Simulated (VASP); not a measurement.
## GaN: single point with HSE06

Crystal: GaN.

```
Ga N
1.0
     0.00000    2.10852    2.10852
     2.10852    0.00000    2.10852
     2.10852    2.10852    0.00000
Ga N
1 1
Cartesian
  2.1085 2.1085 2.1085
  0.0000 0.0000 0.0000
```

```
Program             : VASP 6.6.1
Task                : single point
Functional          : HSE06
Potentials or basis : VASP PAW PBE potentials, release 64 (Ga_d, N)
Cutoff              : 520 eV
k mesh              : 6 × 6 × 6
Occupations         : methfessel-paxton, width 0.2 eV
Spin                : no spin polarisation
```

```
Pressure               : -0.5 GPa
Band gap on the k mesh : 1.89 eV (least direct gap 4.16 eV)
```

Levels at points of the mesh, in eV from the valence-band top:
| k point | band 5 | band 6 | band 7 | band 8 | band 9 | band 10 | band 11 | band 12 | band 13 | band 14 |
| --- | --- | --- | --- | --- | --- | --- | --- | --- | --- | --- |
| (0.00, 0.00, 0.00) | -16.23 | -16.23 | -0.53 | -0.53 | -0.53 | 3.62 | 16.17 | 16.17 | 16.17 | 18.00 |
| (0.50, 0.00, 0.00) | -16.06 | -15.68 | -8.98 | -0.22 | -0.22 | 5.97 | 10.64 | 10.64 | 11.61 | 18.11 |
| (0.50, 0.50, 0.00) | -15.99 | -12.63 | -7.78 | -3.31 | -3.31 | 1.89 | 8.94 | 14.05 | 16.75 | 16.75 |

Run time: 55 min on 1 thread of Oxide Virtual Turin-like Processor, with other jobs on the host, peak memory 0.22 GiB.

Caveat: the k points lie up to 0.43 Å⁻¹ apart; the PAW data sets were made with another functional, which shifts forces and pressure a little. A k mesh can miss the band edges.
